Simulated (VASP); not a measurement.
Wanted: the native input for a VASP 6.6.1 run.

| Quantity | Value |
| --- | --- |
| Task | single point |
| Functional | PBE |
| Potentials or basis | VASP PAW PBE potentials, release 64 (Pb_d, F) |
| Cutoff | 520 eV |
| k mesh | 8 × 8 × 8 |
| Occupations | gaussian, width 0.02 eV |
| Spin | no spin polarisation |
| Dipole correction | no |
| Further INCAR settings | ALGO = Normal; EDIFF = 1e-07; NBANDS = 21 |

The structure of PbF2 lies in POSCAR:

```
PbF2
1.0
    0.0000000000      2.9998549044      2.9998549044
    2.9998549044      0.0000000000      2.9998549044
    2.9998549044      2.9998549044      0.0000000000
Pb F
1 2
Direct
    0.0000000000      0.0000000000      0.0000000000
    0.7500000000      0.7500000000      0.7500000000
    0.2500000000      0.2500000000      0.2500000000
```

These files were run (other wordings do the same):

INCAR

```
ALGO = Normal
EDIFF = 1E-7
ENCUT = 520
GGA = PE
ISIF = 2
ISMEAR = 0
LASPH = True
LCHARG = True
LELF = True
LREAL = False
LVHAR = True
LWAVE = False
NBANDS = 21
NELM = 60
PREC = Accurate
SIGMA = 0.02
```

KPOINTS

```
k-points
0
Gamma
  8 8 8
```

Potentials or basis: VASP PAW PBE potentials, release 64 (Pb_d, F).

The run is started by

```console
$ cat potpaw_PBE.64/Pb_d/POTCAR potpaw_PBE.64/F/POTCAR > POTCAR
$ mpirun -np 1 vasp_std > vasp.out
```

Results of the run:

```json
{"Pressure": "-0.2 GPa", "Band gap on the k mesh": "4.42 eV (least direct gap 4.56 eV)"}
```

Caveat: spin-orbit coupling is left out, which moves the levels of the heavy elements.

It took 27 s on 1 thread of Intel(R) Xeon(R) Platinum 8375C CPU @ 2.90GHz (Ice Lake), on a shared host, peak memory 0.18 GiB.
